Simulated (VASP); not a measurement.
Write the native input for VASP 6.6.1 that does the following.

```yaml
Task: single point
Functional: LDA
Potentials_or_basis: VASP PAW LDA potentials, release 64 (B, N)
Cutoff: 520 eV
k_mesh: 12 × 12 × 4
Occupations: gaussian, width 0.05 eV
Spin: no spin polarisation
Dipole_correction: no
Further_INCAR_settings: ALGO = Normal; EDIFF = 1e-07; NBANDS = 16
```

The structure of BN lies in POSCAR:

```
BN
1.0
    2.4092463239      0.0000000000      0.0000000000
   -1.2046231620      2.0864685205      0.0000000000
    0.0000000000      0.0000000000      7.0947485747
B N
2 2
Direct
    0.3333333333      0.6666666667      0.2500000000
    0.6666666667      0.3333333333      0.7500000000
    0.3333333333      0.6666666667      0.7500000000
    0.6666666667      0.3333333333      0.2500000000
```

This cell differs from its parent crystal: volume 8.916 Å^3 an atom, c/a of the conventional cell 2.9448.

One way to write it, as run:

INCAR

```
  ALGO = Normal
  EDIFF = 1E-7
  ENCUT = 520
  ISIF = 2
  ISMEAR = 0
  LASPH = True
  LCHARG = False
  LREAL = False
  LWAVE = False
  NBANDS = 16
  NELM = 60
  PREC = Accurate
  SIGMA = 0.05
```

KPOINTS

```
k-points
0
Gamma
  12 12 4
```

Potentials or basis: VASP PAW LDA potentials, release 64 (B, N).

Command:

```sh
$ cat potpaw_LDA.64/B/POTCAR potpaw_LDA.64/N/POTCAR > POTCAR
$ mpirun -np 1 vasp_std > vasp.out
```

It gave:

```
Pressure               : 25.9 GPa
Band gap on the k mesh : 4.36 eV, indirect (least direct gap 4.80 eV)
```

It took 19 s on 1 thread of Intel(R) Xeon(R) Platinum 8488C (Sapphire Rapids), on a shared host, peak memory 0.14 GiB.
